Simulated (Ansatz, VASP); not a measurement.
BPt2: VASP beside Ansatz

```
B Pt
1.0
     2.96685    0.00000    0.00000
    -1.48342    2.56937    0.00000
     0.00000    0.00000   10.49351
B Pt
2 4
Direct
  0.66667 0.33333 0.75000
  0.33333 0.66667 0.25000
  0.66667 0.33333 0.38379
  0.33333 0.66667 0.61621
  0.33333 0.66667 0.88379
  0.66667 0.33333 0.11621
```

Alike in both runs: task single point; functional LDA; k mesh 9 × 9 × 3; no spin polarisation.

```csv
,VASP,Ansatz
version,VASP 6.6.1,Ansatz 0.2.0
potentials or method,"VASP PAW LDA potentials, release 64 (B, Pt), cutoff 520 eV","plane waves, PAW"
occupations,"methfessel-paxton of order 1, width 0.1 eV","cold, width 0.1 eV"
valence electrons in the cell,46,78
```

|  | VASP | Ansatz | Ansatz less VASP |
| --- | --- | --- | --- |
| pressure (GPa) | -17.5 | -18.3 | -0.71 |
| traceless stress, the component that is largest in VASP (GPa) | -0.96 | -1.01 | -0.042 |

LDA's correlation is that of Perdew and Zunger in VASP and of Perdew and Wang (1992) in Ansatz. VASP's potentials hold 46 valence electrons a cell and Ansatz's 78, so a difference there can come from the potentials and not from the codes.

Neither program's run includes spin-orbit coupling.
